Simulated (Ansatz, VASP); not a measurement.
# Fe: VASP beside Ansatz

File INCAR:

```
  PREC = Accurate
  ENCUT = 520
  EDIFF = 1E-6
  ISMEAR = 0
  SIGMA = 0.15
  LREAL = F
  LASPH = T
  NELM = 150
  ALGO = Normal
  ISIF = 2
  LWAVE = F
  LCHARG = T
  ISPIN = 2
  MAGMOM = 2.44
  LORBIT = 11
  LMAXMIX = 4
  GGA = PE
  LELF = T
  LVHAR = T
  NBANDS = 14
```

Contents of KPOINTS:

```
regular mesh
0
Gamma
  12 12 12
```

The input POSCAR:

```
Fe
1.0
   -1.2508913470      1.2508913470      1.9586456712
    1.2508913470     -1.2508913470      1.9586456712
    1.2508913470      1.2508913470     -1.9586456712
Fe
1
Direct
    0.0000000000      0.0000000000      0.0000000000
```

Input for Ansatz:

```yaml
crystal:
  lattice:
    - [-1.250891347, 1.250891347, 1.9586456712]
    - [1.250891347, -1.250891347, 1.9586456712]
    - [1.250891347, 1.250891347, -1.9586456712]
  atoms:
    - { symbol: Fe, position: [0.0, 0.0, 0.0], spin: 2.44 }
basis:
  ecutwfc: 520.0
kpoints:
  mp_grid: { grid: [12, 12, 12] }
hamiltonian:
  xc: pbe
scf:
  occupations: { method: gaussian, width: 0.15 }
output:
  forces: true
  stress: true
  eigenvalues: true
  populations: true
magnetization:
  spin_polarized: true
```

Alike in both runs: task single point; functional PBE; k mesh 12 × 12 × 12; occupations gaussian, width 0.15 eV; collinear spin.

|  | VASP | Ansatz |
| --- | --- | --- |
| version | VASP 6.6.1 | Ansatz 0.2.0 |
| potentials or method | VASP PAW PBE potentials, release 64 (Fe), cutoff 520 eV | scalar-relativistic, plane waves, PAW |
| valence electrons in the cell | 8 | 16 |

```csv
,VASP,Ansatz,Ansatz less VASP
gap on the k mesh at the Fermi level (eV),none,none,-
pressure (GPa),-5.3,-5.4,-0.14
"traceless stress, the component that is largest in VASP (GPa)",4.74,4.87,+0.132
net moment per atom (μB),2.52,2.50,-0.014
size of the moment on the site where the two differ most (μB),2.52,2.55,+0.024
```

Site moments also hang on the region over which each program counts them. A gap of «none» marks a metal or a gap that the smearing closes. VASP's potentials hold 8 valence electrons a cell and Ansatz's 16, so a difference there can come from the potentials and not from the codes.
